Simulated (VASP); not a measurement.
Input of a VASP 6.6.1 run:

File INCAR:

```
  ALGO = Normal
  EDIFF = 1E-7
  ENCUT = 520
  ISIF = 2
  ISMEAR = 0
  LASPH = T
  LCHARG = F
  LREAL = F
  LWAVE = F
  NBANDS = 15
  NELM = 100
  PREC = Accurate
  SIGMA = 0.05
```

Contents of KPOINTS:

```
k-points
0
Gamma
  8 8 8
```

The input POSCAR:

```
SrO
1.0
    0.0000000000      2.6340450000      2.6982900000
    2.6340450000      0.0000000000      2.6982900000
    2.6340450000      2.6340450000      0.0000000000
Sr O
1 1
Direct
    0.0000000000      0.0000000000      0.0000000000
    0.5000000000      0.5000000000      0.5000000000
```

Potentials or basis: VASP PAW LDA potentials, release 64 (Sr_sv, O).

Launch:

```sh
$ cat potpaw_LDA.64/Sr_sv/POTCAR potpaw_LDA.64/O/POTCAR > POTCAR
$ mpirun -np 1 vasp_std > vasp.out
```

**Question.** What does it give for the pressure?

**Answer.** -10.2 GPa.

**Question.** What does it give for the band gap on the k mesh?

**Answer.** 3.11 eV, indirect (least direct gap 3.13 eV).

Stress tensor (GPa, compression positive):
```
 -9.75   0.00   0.00
  0.00  -9.75   0.00
  0.00   0.00 -11.21
```

Caveat: the cell differs from its parent crystal (strain +0.025 along x and y, +0.050 along z). A k mesh can miss the band edges.
